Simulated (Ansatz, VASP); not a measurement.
**NaScTe2: VASP beside Ansatz**

```
CELL_PARAMETERS angstrom
4.72026 0.00000 0.00000
0.00000 4.72026 0.00000
0.00000 0.00000 10.08750
ATOMIC_POSITIONS crystal
Na 0.00000 0.00000 0.00000
Sc 0.50000 0.50000 0.00000
Te 0.50000 0.50000 0.25838
Te 0.50000 0.50000 0.74162
```

Alike in both runs: functional PBE; k mesh 10 × 10 × 6; occupations gaussian, width 0.1 eV; no spin polarisation.

Ansatz relaxed the structure, and its values are those at the end. VASP's run is a single point on that final structure, the one shown.

|  | VASP | Ansatz |
| --- | --- | --- |
| version | VASP 6.6.1 | Ansatz 0.2.0 |
| potentials or method | VASP PAW PBE potentials, release 64 (Na_pv, Sc_sv, Te), cutoff 520 eV | scalar-relativistic, plane waves, PAW |
| valence electrons in the cell | 30 | 52 |

|  | VASP | Ansatz | Ansatz less VASP |
| --- | --- | --- | --- |
| gap on the k mesh at the Fermi level (eV) | none | none | - |
| pressure (GPa) | 0.0 | 0.0 | -0.02 |
| rms of the force components (eV/Å) | 0.006 | 0.000 | -0.0059 |

A gap of «none» marks a metal or a gap that the smearing closes. With one functional, cell and mesh, what is left measures potentials, basis and numerics. VASP's potentials hold 30 valence electrons a cell and Ansatz's 52, so a difference there can come from the potentials and not from the codes.

Neither program's run includes spin-orbit coupling.
